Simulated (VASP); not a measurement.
## Si4HO7 (a cell with a defect): single point with PBEsol

Crystal: Si4HO7 (a cell with a defect).

```xyz
12
Lattice="4.1943 0.0000 0.0000 0.0000 4.1943 0.0000 0.0000 0.0000 5.3571" Properties=species:S:1:pos:R:3 pbc="T T T"
Si    4.1752    0.0055    5.3391
Si    0.0070    0.0128    2.6804
Si    2.1078    2.0939    1.3333
Si    2.1094    2.1266    4.0415
O     1.3150    1.2993    5.3472
O     2.9453    2.9225    0.0171
O     2.9007    2.9465    2.6953
O     0.8227    3.3943    1.3350
O     0.8096    3.3867    4.0437
O     3.3766    0.8145    1.3320
O     3.3595    0.8184    4.0388
H     3.9024    1.6162    1.3253
```

* Program: VASP 6.6.1
* Task: single point
* Functional: PBEsol
* Potentials or basis: VASP PAW PBE potentials, release 64 (Si, O, H)
* Cutoff: 520 eV
* k mesh: 2 × 2 × 2, shifted
* Occupations: methfessel-paxton, width 0.05 eV
* Spin: collinear spin
* Starting moments: [0.22, 0.22, 0.22, 0.22, 0.22, 0.22, 0.22, 0.22, 0.0, 0.22, 0.0, 0.22] μB
* Dipole correction: no
* Charge: 1
* Further INCAR settings: ALGO = Normal; EDIFF = 1e-06; NBANDS = 46; NELECT = 58.0

```yaml
Largest_force: 5.135 eV/Å
Net_moment: 0.03 μB per cell
Valence_electrons_inside_the_program's_atomic_spheres: Si 1.46, 1.42, 1.45, 1.41; O 5.18, 5.20, 5.16, 5.17, 5.31; H 0.76
```

Forces on the atoms (eV/Å):
```
Si   2.176 -1.941 -2.325
Si   2.012 -1.730  3.041
Si  -4.432  1.915  1.749
Si  -0.652 -0.014 -1.500
O   -1.060 -0.634  0.563
O   -0.123 -0.238  0.833
O    0.589 -0.172 -1.081
O   -0.776  0.380  0.171
O    0.323  0.043 -0.850
O   -1.151 -0.400 -0.028
O    0.088  0.409 -0.730
H    3.006  2.381  0.158
```

Levels at points of the mesh, in eV from the Fermi level:
Spin up:
| k point | band 25 | band 26 | band 27 | band 28 | band 29 | band 30 | band 31 | band 32 | band 33 | band 34 |
| --- | --- | --- | --- | --- | --- | --- | --- | --- | --- | --- |
| (0.25, 0.25, 0.25) | -3.86 | -3.46 | -3.13 | -2.47 | -0.39 | 3.03 | 3.71 | 5.81 | 6.61 | 7.14 |
Spin down:
| k point | band 26 | band 27 | band 28 | band 29 | band 30 | band 31 | band 32 | band 33 |
| --- | --- | --- | --- | --- | --- | --- | --- | --- |
| (0.25, 0.25, 0.25) | -3.46 | -3.13 | -2.46 | -0.37 | 3.04 | 3.73 | 5.81 | 6.61 |

Wall time 17 s on 1 thread of Intel(R) Xeon(R) 6975P-C (Granite Rapids) (shared host), peak memory 0.22 GiB.

Caveat: the k points lie up to 0.75 Å⁻¹ apart; the cell carries a net charge on a neutralising background, which shifts energy and pressure; the cell is charged against a uniform background, so pressure and absolute levels hang on convention; the PAW data sets were made with another functional, which shifts forces and pressure a little.
